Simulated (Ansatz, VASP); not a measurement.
# Two plane-wave programs on Hf

The input INCAR:

```
PREC     = Accurate       # precision mode
ENCUT    = 520            # plane-wave cutoff, eV
EDIFF    = 1E-8           # SCF threshold, eV
ISMEAR   = -1             # smearing method
SIGMA    = 0.08           # smearing width, eV
LREAL    = F              # projectors in reciprocal space
LASPH    = T              # aspherical terms in the spheres
NELM     = 80             # most SCF steps
ALGO     = Normal         # electronic algorithm
ISIF     = 2              # what is computed and relaxed
LWAVE    = F              # write WAVECAR
LCHARG   = F              # write CHGCAR
GGA      = PE             # functional
LEFG     = T            
NBANDS   = 11             # bands
```

File KPOINTS:

```
Automatic mesh
0
Gamma
  16 16 16
```

POSCAR

```
Hf
1.0
   -1.8199180319      1.8199180319      1.8199180319
    1.8199180319     -1.8199180319      1.8199180319
    1.8199180319      1.8199180319     -1.8199180319
Hf
1
Direct
    0.0000000000      0.0000000000      0.0000000000
```

Input for Ansatz:

```yaml
crystal:
  lattice:
    - [-1.8199180319, 1.8199180319, 1.8199180319]
    - [1.8199180319, -1.8199180319, 1.8199180319]
    - [1.8199180319, 1.8199180319, -1.8199180319]
  atoms:
    - { symbol: Hf, position: [0.0, 0.0, 0.0] }
kpoints:
  mp_grid: { grid: [16, 16, 16] }
scf:
  occupations: { method: fermi_dirac, width: 0.08 }
hamiltonian:
  xc: pbe
  pseudopotentials: { kind: paw }
output:
  forces: true
  stress: true
  eigenvalues: true
  efg: { contact_densities: true }
```

Change from the starting cell: volume scaled by 1.025, PAW files.

Alike in both runs: task electric field gradients; functional PBE; k mesh 16 × 16 × 16; occupations fermi-dirac, width 0.08 eV; no spin polarisation.

|  | VASP | Ansatz |
| --- | --- | --- |
| version | VASP 6.6.1 | Ansatz 0.2.0 |
| potentials or method | VASP PAW PBE potentials, release 64 (Hf_pv) | PAW with Ansatz's default frozen-core files, scalar-relativistic |
| plane-wave cutoff (eV) | 520 | 420 |
| valence electrons in the cell | 10 | 26 |

VASP gave:

- pressure (GPa): -7.1

Which values does Ansatz return?

Pressure (GPa): -6.7.

VASP's potentials hold 10 valence electrons a cell and Ansatz's 26, so a difference there can come from the potentials and not from the codes.

Spin-orbit coupling is off throughout.
